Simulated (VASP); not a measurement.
A run of VASP 6.6.1 is set up as follows.

File INCAR:

```
  PREC = Accurate
  ENCUT = 520
  EDIFF = 1E-8
  ISMEAR = 0
  SIGMA = 0.01
  LREAL = F
  LASPH = T
  NELM = 60
  ALGO = Normal
  ISIF = 2
  LWAVE = F
  LCHARG = F
  GGA = PE
  IVDW = 12
  LEFG = T
  NBANDS = 16
```

Contents of KPOINTS:

```
Automatic mesh
0
Gamma
  12 12 4
```

POSCAR

```
BN
1.0
    2.5064295030      0.0000000000      0.0000000000
   -1.2532147515      2.1706316224      0.0000000000
    0.0000000000      0.0000000000      6.6144684677
B N
2 2
Direct
    0.3333333333      0.6666666667      0.2500000000
    0.6666666667      0.3333333333      0.7500000000
    0.3333333333      0.6666666667      0.7500000000
    0.6666666667      0.3333333333      0.2500000000
```

Potentials or basis: VASP PAW PBE potentials, release 64 (B, N).

The run is started by

```console
$ cat potpaw_PBE.64/B/POTCAR potpaw_PBE.64/N/POTCAR > POTCAR
$ mpirun -np 1 vasp_std > vasp.out
```

Q: What does it give for the dispersion energy per atom?

A: -0.142 eV.

Q: Predict the pressure.

A: 0.1 GPa.

Q: Estimate the band gap on the k mesh.

A: 4.27 eV (least direct gap 4.63 eV).

Stress tensor (GPa, compression positive):
```
 0.18  0.00  0.00
 0.00  0.18  0.00
 0.00  0.00 -0.14
```

Caveat: without QUAD_EFG the Cq values of the log hold for a quadrupole moment of 1 mb, not for the nuclei. A k mesh can miss the band edges.
